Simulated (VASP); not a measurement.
Write the native input for VASP 6.6.1 that does the following.

* Task: single point
* Functional: PBE
* Potentials or basis: VASP PAW PBE potentials, release 64 (Cu, N)
* Cutoff: 520 eV
* k mesh: 6 × 6 × 1
* Occupations: gaussian, width 0.1 eV
* Spin: no spin polarisation
* Dipole correction: yes
* Further INCAR settings: ALGO = Normal; EDIFF = 1e-06; NBANDS = 80

The structure of Cu12N lies in POSCAR:

```
Cu12N
1.0
    5.1319544695      0.0000000000      0.0000000000
   -2.5659772347      4.4444029416      0.0000000000
    0.0000000000      0.0000000000     19.6215699228
Cu N
12 1
Direct
    0.3333333333      0.1666666667      0.2038572864
    0.3333333334      0.6666666667      0.2038572864
    0.8333333334      0.1666666667      0.2038572864
    0.8333333333      0.6666666667      0.2038572864
    0.1666666667      0.3333333333      0.3088787979
    0.1666666667      0.8333333333      0.3088787979
    0.6666666667      0.3333333333      0.3088787979
    0.6666666667      0.8333333333      0.3088787979
    0.0000000000      0.0000000000      0.4139103015
    0.0000000000      0.5000000000      0.4139103015
    0.5000000000      0.0000000000      0.4139103015
    0.5000000000      0.5000000000      0.4139103015
    0.0833333334      0.1666666667      0.4908285197
```

These files were run (other wordings do the same):

INCAR

```
SYSTEM = Cu12N
PREC     = Accurate       ! precision mode
ENCUT    = 520            ! plane-wave cutoff, eV
EDIFF    = 1E-6           ! SCF threshold, eV
ISMEAR   = 0              ! smearing method
SIGMA    = 0.1            ! smearing width, eV
LREAL    = .False.        ! projectors in reciprocal space
LASPH    = .True.         ! aspherical terms in the spheres
NELM     = 100            ! most SCF steps
ALGO     = Normal         ! electronic algorithm
ISIF     = 2              ! what is computed and relaxed
LWAVE    = .False.        ! write WAVECAR
LCHARG   = .False.        ! write CHGCAR
LDIPOL   = .True.       
IDIPOL   = 3            
DIPOL    = 0.5 0.5 0.323
GGA      = PE             ! functional
NBANDS   = 80             ! bands
```

KPOINTS

```
regular mesh
0
Gamma
  6 6 1
  0 0 0
```

Potentials or basis: VASP PAW PBE potentials, release 64 (Cu, N).

Launch:

```sh
$ cat potpaw_PBE.64/Cu/POTCAR potpaw_PBE.64/N/POTCAR > POTCAR
$ mpirun -np 1 vasp_std > vasp.out
```

It gave:

```yaml
Largest_force: 1.889 eV/Å
Band_gap_on_the_k_mesh: zero (an odd number of electrons rules out a gap without spin polarisation)
```

Run time: 49 min on 1 thread of Intel Xeon 8259CL, on a shared host, peak memory 0.75 GiB.
